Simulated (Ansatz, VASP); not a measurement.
## One calculation of PbS, two programs

```
Pb S
1.0
     0.00000    3.42355    3.32383
     3.32383    0.00000    3.32383
     3.32383    3.42355    0.00000
Pb S
1 1
Direct
  0.00000 0.00000 0.00000
  0.25000 0.25000 0.25000
```

Change from the starting cell: strain e2 = +0.03, atoms carried along.

Alike in both runs: task single point; functional PBE; k mesh 10 × 10 × 10; occupations gaussian, width 0.05 eV; no spin polarisation.

|  | VASP | Ansatz |
| --- | --- | --- |
| version | VASP 6.6.1 | Ansatz 0.2.0 |
| potentials or method | VASP PAW PBE potentials, release 64 (Pb_d, S), cutoff 520 eV | scalar-relativistic, plane waves, PAW |
| valence electrons in the cell | 20 | 20 |

```csv
,VASP,Ansatz,Ansatz less VASP
gap on the k mesh at the Fermi level (eV),0.89,0.89,-0.003
least direct gap on the mesh (eV),1.32,1.31,-0.003
pressure (GPa),-1.0,-1.0,+0.05
"traceless stress, the component that is largest in VASP (GPa)",-0.14,-0.14,0.000
```

The functional is the same, so the differences come from potentials, cutoffs and numerics.

Neither program's run includes spin-orbit coupling.
